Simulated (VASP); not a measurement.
# Bi in VASP: notebook

Bi is run at these levels: PBE; tasks: electric field gradients.

Everything below comes from runs of VASP 6.6.1. Logs are shortened: lines on timing, memory, paths and dates and some standing lists are left out, and cuts for length are marked.

**1. The cell of the first run**

The typed cell holds 2 atoms: a = 4.539 Å, b = 4.519 Å, c = 11.829 Å, α = 89.79°, β = 89.43°, γ = 119.57°.

**2. Electric field gradients, PBE (equal xy, yz and zx shear strains of +1 %)**

Contents of INCAR:

```
SYSTEM = Bi
PREC = Accurate
ENCUT = 520
EDIFF = 1E-8
ISMEAR = -1
SIGMA = 0.03
LREAL = .False.
LASPH = .True.
NELM = 100
ALGO = Normal
ISIF = 2
LWAVE = .False.
LCHARG = .False.
GGA = PE
LEFG = .True.
NBANDS = 22
```

Contents of KPOINTS:

```
regular mesh
0
Gamma
  9 9 3
  0 0 0
```

Contents of POSCAR:

```
Bi
1.0
    4.5390002997      0.0226950015      0.0226950015
   -2.2498457021      3.9195420666      0.0083069471
    0.0591450000      0.0591450000     11.8290000000
Bi
2
Direct
    0.3333333333      0.6666666667      0.2500000000
    0.6666666667      0.3333333333      0.7500000000
```

Potentials or basis: VASP PAW PBE potentials, release 64 (Bi_d).

The run is started by

```console
> cat potpaw_PBE.64/Bi_d/POTCAR > POTCAR
> mpirun -np 1 vasp_std > vasp.out
```

OUTCAR:

```text
SYSTEM = Bi
   PREC = Accurate
   ENCUT = 520
   EDIFF = 1E-8
   ISMEAR = -1
   LREAL = .False.
   LASPH = .True.
   NELM = 100
   ISIF = 2
   GGA = PE

 ion  position               nearest neighbor table
   1  0.333  0.667  0.250-
   2  0.667  0.333  0.750-

  LATTYP: Found a triclinic cell.
 ALAT       =     4.5391137733
 B/A-ratio  =     0.9956498026
 C/A-ratio  =     3.1135312132
 COS(alpha) =     0.0002841351
 COS(beta)  =     0.4761657162
 COS(gamma) =     0.4934652004

  Lattice vectors:

 A1 = (   4.5390002997,   0.0226950015,   0.0226950015)
 A2 = (   2.2498457021,  -3.9195420666,  -0.0083069471)
 A3 = (   6.7690098973,   3.9057870696, -11.7753030499)

Analysis of symmetry for initial positions (statically):
=====================================================================
 Subroutine PRICEL returns:
 Original cell was already a primitive cell.

 Routine SETGRP: Setting up the symmetry group for a
 triclinic supercell.

 Subroutine GETGRP returns: Found  2 space group operations
 (whereof  2 operations were pure point group operations)
 out of a pool of  2 trial point group operations.

The static configuration has the point symmetry S_2 .

Analysis of symmetry for dynamics (positions and initial velocities):
=====================================================================
 Subroutine PRICEL returns:
 Original cell was already a primitive cell.

 Routine SETGRP: Setting up the symmetry group for a
 triclinic supercell.

 Subroutine GETGRP returns: Found  2 space group operations
 (whereof  2 operations were pure point group operations)
 out of a pool of  2 trial point group operations.

The dynamic configuration has the point symmetry S_2 .

 Subroutine INISYM returns: Found  2 space group operations
 (whereof  2 operations are pure point group operations),
 and found     1 'primitive' translations

----------------------------------------------------------------------------------------

                                     Primitive cell

  volume of cell :     211.0409

  direct lattice vectors                    reciprocal lattice vectors
     4.539000300  0.022695001  0.022695001     0.219690935  0.126107862 -0.001728994
    -2.249845702  3.919542067  0.008306947    -0.001265711  0.254408000 -0.001265711
     0.059145000  0.059145000 11.829000000    -0.000420608 -0.000420608  0.084542206

  length of vectors
     4.539113773  4.519367732 11.829295721     0.253318553  0.254414297  0.084544298

  position of ions in fractional coordinates (direct lattice)
     0.333333333  0.666666667  0.250000000
     0.666666667  0.333333333  0.750000000

  ion indices of the primitive-cell ions
   primitive index   ion index
                 1           1
                 2           2

----------------------------------------------------------------------------------------

 KPOINTS: regular mesh

Automatic generation of k-mesh.
 Grid dimensions read from file:
 generate k-points for:    9    9    3

 Generating k-lattice:

  Cartesian coordinates                     Fractional coordinates (reciprocal lattice)
     0.024410104  0.014011985 -0.000192110     0.111111111  0.000000000 -0.000000000
    -0.000140635  0.028267556 -0.000140635    -0.000000000  0.111111111  0.000000000
    -0.000140203 -0.000140203  0.028180735    -0.000000000  0.000000000  0.333333333

  Length of vectors
     0.028146506  0.028268255  0.028181433

  Shift w.r.t. Gamma in fractional coordinates (k-lattice)
     0.000000000  0.000000000  0.000000000

 Subroutine IBZKPT returns following result:
 ===========================================

 Found    122 irreducible k-points:

 Following reciprocal coordinates:
            Coordinates               Weight
  0.000000  0.000000  0.000000      1.000000
  0.111111 -0.000000  0.000000      2.000000
  0.222222 -0.000000  0.000000      2.000000
  0.333333 -0.000000 -0.000000      2.000000
  0.444444 -0.000000  0.000000      2.000000
 -0.000000  0.111111  0.000000      2.000000
[... 16 lines left out ...]
 -0.111111  0.222222  0.000000      2.000000
  0.000000  0.333333  0.000000      2.000000
 [... further k-points ...]
   k-points           NKPTS =    122   k-points in BZ     NKDIM =    122   number of bands    NBANDS=     22
   number of dos      NEDOS =    301   number of ions     NIONS =      2
   total plane-waves  NPLWV = 116640
   dimension x,y,z NGX =    36 NGY =   36 NGZ =   90
   dimension x,y,z NGXF=    72 NGYF=   72 NGZF=  180
   ions per type =               2
   NGX,Y,Z   is equivalent  to a cutoff of  13.19, 13.24, 12.65 a.u.
   NGXF,Y,Z  is equivalent  to a cutoff of  26.37, 26.49, 25.30 a.u.
 SYSTEM =  Bi
   PREC   = accura    normal or accurate (medium, high low for compatibility)
   ISTART =      0    job   : 0-new  1-cont  2-samecut
   ICHARG =      2    charge: 1-file 2-atom 10-const
   ISPIN  =      1    spin polarized calculation?
   LNONCOLLINEAR =      F non collinear calculations
   LSORBIT =      F    spin-orbit coupling
   LASPH  =      T    aspherical Exc in radial PAW
   ENCUT  =  520.0 eV  38.22 Ry    6.18 a.u.   8.44  8.40 21.99*2*pi/ulx,y,z
   NELM   =    100;   NELMIN=  2; NELMDL= -5     # of ELM steps
   EDIFF  = 0.1E-07   stopping-criterion for ELM
   LREAL  =      F    real-space projection
   EDIFFG = 0.1E-06   stopping-criterion for IOM
   NSW    =      0    number of steps for IOM
   IBRION =     -1    ionic relax: 0-MD 1-quasi-New 2-CG
   NFREE  =      0    steps in history (QN), initial steepest desc. (CG)
   ISIF   =      2    stress and relaxation
   ISYM   =      2    0-nonsym 1-usesym 2-fastsym
   POTIM  = 0.5000    time-step for ionic-motion
   TEBEG  =    0.0;   TEEND  =   0.0 temperature during run
   PSTRESS=    0.0 pullay stress
   NELECT =      30.0000    total number of electrons
   NUPDOWN=      -1.0000    fix difference up-down
   EMIN   =  10.00;   EMAX   =-10.00  energy-range for DOS
   EFERMI =   0.00;   METHOD = LEGACY
   ISMEAR =    -1;   SIGMA  =   0.03  broadening in eV -4-tet -1-fermi 0-gaus
   EFERMI_NEDOS =   21; number of points for ismear=-14 and -15
   IALGO  =     38    algorithm
   IMIX   =      4    mixing-type and parameters
     AMIX     =   0.40;   BMIX     =  1.00
     AMIX_MAG =   1.60;   BMIX_MAG =  1.00
  volume/ion in A,a.u.               =     105.52       712.09
  Fermi-wavevector in a.u.,A,eV,Ry     =   0.854397  1.614576  9.932174  0.729994
  Thomas-Fermi vector in A             =   1.970987
   LORBIT       =      0    0 simple, 1 ext, 2 COOP (PROOUT), +10 PAW based schemes
   GGA     = PE    functional components
   LHFCALC =     F    Hartree Fock is set to
   AEXX    =    0.0000 exact exchange contribution
   IVDW    =     0    specifies the selected vdW correction
   LEPSILON=     F    determine dielectric tensor
   LRPA    =     F    only Hartree local field effects (RPA)
 non-spin polarized calculation
  energy-cutoff  :      520.00
  volume of cell :      211.04
 maximum number of plane-waves:      5759
 NGX is ok and might be reduce to    36
   NGX = 17   NGY = 17   NGZ = 43

 number of electron      29.9999992 magnetization

 Free energy of the ion-electron system (eV)
  ---------------------------------------------------
  ext. energy  EPLUGINS =         0.00000000
  ---------------------------------------------------
  free energy    TOTEN  =        -3.22162328 eV

  energy without entropy =       -3.19949022  energy(sigma->0) =       -3.21055675

 E-fermi :  -1.0507     XC(G=0):  -5.3154

 val. band max:       -1.0512008114   @ k =  -0.4444   0.1111   0.3333
 cond. band min:      -1.0497069174   @ k =   0.3333  -0.0000   0.3333
 fundamental gap:      0.0014938941
 Fermi energy:        -1.0506745479

 k-point     1 :       0.0000    0.0000    0.0000
  band No.  band energies     occupation
      1     -23.8737      2.00000
      2     -23.8737      2.00000
      3     -23.8699      2.00000
      4     -23.8699      2.00000
      5     -23.8681      2.00000
      6     -23.8681      2.00000
[... 14 lines left out ...]
     21       4.6479      0.00000
     22       4.8527      0.00000

 k-point     2 :       0.1111   -0.0000    0.0000
  band No.  band energies     occupation
      1     -23.8732      2.00000
      2     -23.8732      2.00000
      3     -23.8701      2.00000
      4     -23.8701      2.00000
      5     -23.8681      2.00000
      6     -23.8681      2.00000
[... 542 lines left out ...]
 k-point    24 :       0.0000    0.3333    0.0000
  band No.  band energies     occupation
      1     -23.8716      2.00000
      2     -23.8716      2.00000
      3     -23.8712      2.00000
      4     -23.8712      2.00000
      5     -23.8690      2.00000
      6     -23.8690      2.00000
[... 14 lines left out ...]
     21       4.4687      0.00000
     22       4.9768      0.00000

 [... further k-points ...]

------------------------ aborting loop because EDIFF is reached ----------------------------------------

  FORCE on cell =-STRESS in cart. coord.  units (eV):
  Direction    XX          YY          ZZ          XY          YZ          ZX
  --------------------------------------------------------------------------------------
  -------------------------------------------------------------------------------------
  Total       -6.2765458     -6.2802001     -0.4507274      0.0505297     -0.0240360     -0.0240636
  in kB      -47.6501932    -47.6779352     -3.4218256      0.3836103     -0.1824763     -0.1826860
  external PRESSURE =     -32.9166513 kB  Pullay stress =       0.0000000 kB

 VOLUME and BASIS-vectors are now :
 -----------------------------------------------------------------------------
  energy-cutoff  :      520.00
  volume of cell :      211.04
      direct lattice vectors                 reciprocal lattice vectors
     4.539000300  0.022695001  0.022695001     0.219690935  0.126107862 -0.001728994
    -2.249845702  3.919542067  0.008306947    -0.001265711  0.254408000 -0.001265711
     0.059145000  0.059145000 11.829000000    -0.000420608 -0.000420608  0.084542206

 POSITION                                       TOTAL-FORCE (eV/Angst)
 -----------------------------------------------------------------------------------
      0.02789      2.63538      2.97035         0.000843     -0.000013     -0.000068
      2.32041      1.36600      8.88965        -0.000843      0.000013      0.000068
 -----------------------------------------------------------------------------------
    total drift:                               -0.000000      0.000000      0.000000

  FREE ENERGIE OF THE ION-ELECTRON SYSTEM (eV)
  ---------------------------------------------------
  free  energy   TOTEN  =        -3.2216232781 eV

  energy  without entropy=       -3.1994902227  energy(sigma->0) =       -3.21055675

 Electric field gradients (V/A^2)
---------------------------------------------------------------------
 ion       V_xx      V_yy      V_zz      V_xy      V_xz      V_yz
---------------------------------------------------------------------
   1      67.518    67.368  -134.885     4.722     1.174     1.172
   2      67.518    67.368  -134.885     4.722     1.174     1.172
---------------------------------------------------------------------

 Electric field gradients after diagonalization (V/A^2)
 (convention: |V_zz| > |V_xx| > |V_yy|)
----------------------------------------------------------------------
 ion       V_xx      V_yy      V_zz     asymmetry (V_yy - V_xx)/ V_zz
----------------------------------------------------------------------
   1      72.179    62.720  -134.899       0.070
   2      72.179    62.720  -134.899       0.070
----------------------------------------------------------------------

           NMR quadrupolar parameters

 Cq : quadrupolar parameter    Cq=e*Q*V_zz/h
 eta: asymmetry parameters     (V_yy - V_xx)/ V_zz
 Q  : nuclear electric quadrupole moment in mb (millibarn)
----------------------------------------------------------------------
 ion       Cq(MHz)       eta       Q (mb)
----------------------------------------------------------------------
   1      -0.326       0.070       1.000
   2      -0.326       0.070       1.000
----------------------------------------------------------------------
```

Wall time 4.5 min (1 thread of Intel Xeon 6975P-C (Granite Rapids), shared host); peak memory 0.63 GiB.

Results:

```yaml
Free_energy: -3.2216 eV
Pressure: -3.3 GPa
Band_gap_on_the_k_mesh: zero (bands 15 and 16 overlap by 2.11 eV)
Largest_electric_field_gradient_by_atom: Bi -134.9 V/Å²
```

Levels at points of the mesh, in eV from the Fermi level:
| k point | band 13 | band 14 | band 15 | band 16 | band 17 | band 18 |
| --- | --- | --- | --- | --- | --- | --- |
| (0.00, 0.00, 0.00) | -0.84 | -0.34 | 1.41 | 1.42 | 1.45 | 1.46 |

Electric field gradients, principal values (V/Å²):
```csv
atom,least,middle,greatest (by size)
1 Bi,62.720,72.179,-134.899
2 Bi,62.720,72.179,-134.899
```

Caveat: the cell differs from its parent crystal (equal xy, yz and zx shear strains of +1 %); the cell stands under tension; without QUAD_EFG the Cq values of the log hold for a quadrupole moment of 1 mb, not for the nuclei; spin-orbit coupling is left out, which moves the levels of the heavy elements.

**3. Electric field gradients, PBE (z stretched by -4 % at fixed volume)**

Contents of INCAR:

```
SYSTEM = Bi
PREC = Accurate
ENCUT = 520
EDIFF = 1E-8
ISMEAR = -1
SIGMA = 0.03
LREAL = .FALSE.
LASPH = .TRUE.
NELM = 60
ALGO = Normal
ISIF = 2
LWAVE = .FALSE.
LCHARG = .FALSE.
GGA = PE
LEFG = .TRUE.
NBANDS = 22
```

Contents of KPOINTS:

```
regular mesh
0
G
  9 9 3
  0 0 0
```

Contents of POSCAR:

```
Bi
1.0
    4.6325977821      0.0000000000      0.0000000000
   -2.3162988911      4.0119473649      0.0000000000
    0.0000000000      0.0000000000     11.3558400000
Bi
2
Direct
    0.3333333333      0.6666666667      0.2500000000
    0.6666666667      0.3333333333      0.7500000000
```

Potentials or basis: VASP PAW PBE potentials, release 64 (Bi_d).

The run is started by

```console
> cat potpaw_PBE.64/Bi_d/POTCAR > POTCAR
> mpirun -np 1 vasp_std > vasp.out
```

OUTCAR:

```text
SYSTEM = Bi
   PREC = Accurate
   ENCUT = 520
   EDIFF = 1E-8
   ISMEAR = -1
   LREAL = .FALSE.
   LASPH = .TRUE.
   NELM = 60
   ISIF = 2
   GGA = PE

 ion  position               nearest neighbor table
   1  0.333  0.667  0.250-
   2  0.667  0.333  0.750-

  LATTYP: Found a hexagonal cell.
 ALAT       =     4.6325977821
 C/A-ratio  =     2.4512898668

  Lattice vectors:

 A1 = (   4.6325977821,   0.0000000000,   0.0000000000)
 A2 = (  -2.3162988911,   4.0119473649,   0.0000000000)
 A3 = (   0.0000000000,   0.0000000000,  11.3558400000)

Analysis of symmetry for initial positions (statically):
=====================================================================
 Subroutine PRICEL returns:
 Original cell was already a primitive cell.

 Routine SETGRP: Setting up the symmetry group for a
[... 788 lines left out ...]
  energy-cutoff  :      520.00
  volume of cell :      211.06
      direct lattice vectors                 reciprocal lattice vectors
     4.632597782  0.000000000  0.000000000     0.215861607  0.124627757  0.000000000
    -2.316298891  4.011947365  0.000000000     0.000000000  0.249255513  0.000000000
     0.000000000  0.000000000 11.355840000     0.000000000  0.000000000  0.088060416

 POSITION                                       TOTAL-FORCE (eV/Angst)
 -----------------------------------------------------------------------------------
     -0.00000      2.67463      2.83896        -0.000000     -0.000000      0.000000
      2.31630      1.33732      8.51688         0.000000      0.000000      0.000000
 -----------------------------------------------------------------------------------
    total drift:                                0.000000     -0.000000      0.000000

  FREE ENERGIE OF THE ION-ELECTRON SYSTEM (eV)
  ---------------------------------------------------
  free  energy   TOTEN  =        -2.9946506908 eV

  energy  without entropy=       -2.9706331284  energy(sigma->0) =       -2.98264191

 Electric field gradients (V/A^2)
---------------------------------------------------------------------
 ion       V_xx      V_yy      V_zz      V_xy      V_xz      V_yz
---------------------------------------------------------------------
   1      71.189    71.188  -142.377    -0.001    -0.000     0.000
   2      71.189    71.188  -142.377    -0.001     0.000    -0.000
---------------------------------------------------------------------

 Electric field gradients after diagonalization (V/A^2)
 (convention: |V_zz| > |V_xx| > |V_yy|)
----------------------------------------------------------------------
 ion       V_xx      V_yy      V_zz     asymmetry (V_yy - V_xx)/ V_zz
----------------------------------------------------------------------
   1      71.189    71.187  -142.377       0.000
   2      71.189    71.187  -142.377       0.000
----------------------------------------------------------------------

           NMR quadrupolar parameters

 Cq : quadrupolar parameter    Cq=e*Q*V_zz/h
 eta: asymmetry parameters     (V_yy - V_xx)/ V_zz
 Q  : nuclear electric quadrupole moment in mb (millibarn)
----------------------------------------------------------------------
 ion       Cq(MHz)       eta       Q (mb)
----------------------------------------------------------------------
   1      -0.344       0.000       1.000
   2      -0.344       0.000       1.000
----------------------------------------------------------------------
```

OSZICAR:

```text
N       E                     dE             d eps       ncg     rms          rms(c)
DAV:   1     0.261064551590E+03    0.26106E+03   -0.14287E+04  1184   0.117E+03
DAV:   2     0.170438943104E+02   -0.24402E+03   -0.23985E+03  1170   0.316E+02
DAV:   3    -0.233841213322E+01   -0.19382E+02   -0.19184E+02  1254   0.116E+02
DAV:   4    -0.297961984040E+01   -0.64121E+00   -0.64035E+00  1306   0.234E+01
DAV:   5    -0.300388759424E+01   -0.24268E-01   -0.24267E-01  1490   0.412E+00    0.773E-01
DAV:   6    -0.299117278222E+01    0.12715E-01   -0.34749E-02  1254   0.136E+00    0.489E-01
DAV:   7    -0.299292929161E+01   -0.17565E-02   -0.41047E-02  1230   0.122E+00    0.124E-01
DAV:   8    -0.299430530606E+01   -0.13760E-02   -0.33176E-03  1104   0.681E-01    0.525E-02
DAV:   9    -0.299451123572E+01   -0.20593E-03   -0.17497E-04  1206   0.990E-02    0.269E-02
DAV:  10    -0.299464259306E+01   -0.13136E-03   -0.14616E-04  1260   0.515E-02    0.362E-03
DAV:  11    -0.299464852496E+01   -0.59319E-05   -0.52525E-06  1218   0.182E-02    0.179E-03
DAV:  12    -0.299465052460E+01   -0.19996E-05   -0.37439E-06  1074   0.112E-02    0.593E-04
DAV:  13    -0.299465071543E+01   -0.19083E-06   -0.22213E-07  1248   0.375E-03    0.292E-04
DAV:  14    -0.299465066579E+01    0.49649E-07   -0.84564E-08   882   0.110E-03    0.238E-04
DAV:  15    -0.299465067927E+01   -0.13481E-07   -0.18002E-09   912   0.409E-04    0.109E-04
DAV:  16    -0.299465069284E+01   -0.13569E-07   -0.19593E-09   708   0.292E-04    0.517E-05
DAV:  17    -0.299465069083E+01    0.20100E-08   -0.36225E-10   600   0.171E-04
   1 F= -.29946507E+01 E0= -.29826419E+01  d E =-.240176E-01
```

stdout:

```text
POSCAR found type information on POSCAR Bi
 POSCAR found :  1 types and       2 ions
 scaLAPACK will be used
 LDA part: xc-table for (Slater+PW92), standard interpolation
 POSCAR, INCAR and KPOINTS ok, starting setup
 FFT: planning ... GRIDC
 FFT: planning ... GRID_SOFT
 FFT: planning ... GRID
 WAVECAR not read
 entering main loop
ion   1

ion   2
```

It took 2.5 min on 1 thread of AMD EPYC 7R13, shared host; peak memory 0.32 GiB.

What came out:

```
Free energy                             : -2.9947 eV
Pressure                                : -3.2 GPa
Band gap on the k mesh                  : zero (bands 15 and 16 overlap by 1.90 eV)
Largest electric field gradient by atom : Bi -142.4 V/Å²
```

Levels at points of the mesh, in eV from the Fermi level:
```
           k point  band 13  band 14  band 15  band 16  band 17  band 18
(0.00, 0.00, 0.00)    -0.83    -0.21     1.26     1.26     1.28     1.28
```

Electric field gradients, principal values (V/Å²):
```tsv
atom	least	middle	greatest (by size)
1 Bi	71.187	71.189	-142.377
2 Bi	71.187	71.189	-142.377
```

Caveat: the cell stands under tension; without QUAD_EFG the Cq values of the log hold for a quadrupole moment of 1 mb, not for the nuclei; spin-orbit coupling is left out, which moves the levels of the heavy elements.

(Continued in part 2 of 2.)

The gap in the log of VASP goes by the Fermi energy; the results here count the filled bands.